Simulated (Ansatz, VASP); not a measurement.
Two plane-wave programs on MnS

INCAR

```
SYSTEM = MnS
ALGO     = Normal         ! electronic algorithm
EDIFF    = 1E-6           ! SCF threshold, eV
ENCUT    = 500            ! plane-wave cutoff, eV
GGA      = PE             ! functional
GGA_COMPAT= .False.      
ISIF     = 2              ! what is computed and relaxed
ISMEAR   = 0              ! smearing method
ISPIN    = 2              ! spin polarisation
LASPH    = .True.         ! aspherical terms in the spheres
LCHARG   = .False.        ! write CHGCAR
LMAXMIX  = 4              ! l up to which the mixer works
LORBIT   = 11             ! projections on sites
LREAL    = .False.        ! projectors in reciprocal space
LWAVE    = .False.        ! write WAVECAR
MAGMOM   = 5 0            ! initial moments
NBANDS   = 20             ! bands
NELM     = 200            ! most SCF steps
PREC     = Accurate       ! precision mode
SIGMA    = 0.05           ! smearing width, eV
```

File KPOINTS:

```
k-points
0
Gamma
  6 6 6
  0 0 0
```

File POSCAR:

```
MnS
1.0
    0.0000000000      2.8000000000      2.8000000000
    2.8000000000      0.0000000000      2.8000000000
    2.8000000000      2.8000000000      0.0000000000
Mn S
1 1
Direct
    0.0000000000      0.0000000000      0.0000000000
    0.2500000000      0.2500000000      0.2500000000
```

Input for Ansatz:

```yaml
crystal:
  lattice:
    - [0.0, 2.8, 2.8]
    - [2.8, 0.0, 2.8]
    - [2.8, 2.8, 0.0]
  atoms:
    - { symbol: Mn, position: [0.0, 0.0, 0.0], spin: 5.0 }
    - { symbol: S, position: [0.25, 0.25, 0.25] }
basis:
  ecutwfc: 420
  ecutrho_ratio: 4
kpoints:
  mp_grid: { grid: [6, 6, 6] }
hamiltonian:
  xc: pbe
scf:
  occupations: { method: gaussian, width: 0.05 }
output:
  forces: true
  stress: true
  eigenvalues: true
  populations: true
magnetization:
  spin_polarized: true
```

Alike in both runs: task single point; functional PBE; k mesh 6 × 6 × 6; occupations gaussian, width 0.05 eV; collinear spin.

|  | VASP | Ansatz |
| --- | --- | --- |
| version | VASP 6.6.1 | Ansatz 0.2.0 |
| potentials or method | VASP PAW PBE potentials, release 64 (Mn_pv, S), cutoff 500 eV | scalar-relativistic, plane waves, PAW |
| valence electrons in the cell | 19 | 21 |

|  | VASP | Ansatz | Ansatz less VASP |
| --- | --- | --- | --- |
| gap on the k mesh at the Fermi level (eV) | none | none | - |
| pressure (GPa) | 1.2 | 1.1 | -0.02 |
| net moment per atom (μB) | 2.47 | 2.46 | -0.001 |
| size of the moment on the site where the two differ most (μB) | 4.33 | 4.16 | -0.172 |

Site moments also hang on the region over which each program counts them. A gap of «none» marks a metal or a gap that the smearing closes. VASP's potentials hold 19 valence electrons a cell and Ansatz's 21, so a difference there can come from the potentials and not from the codes.
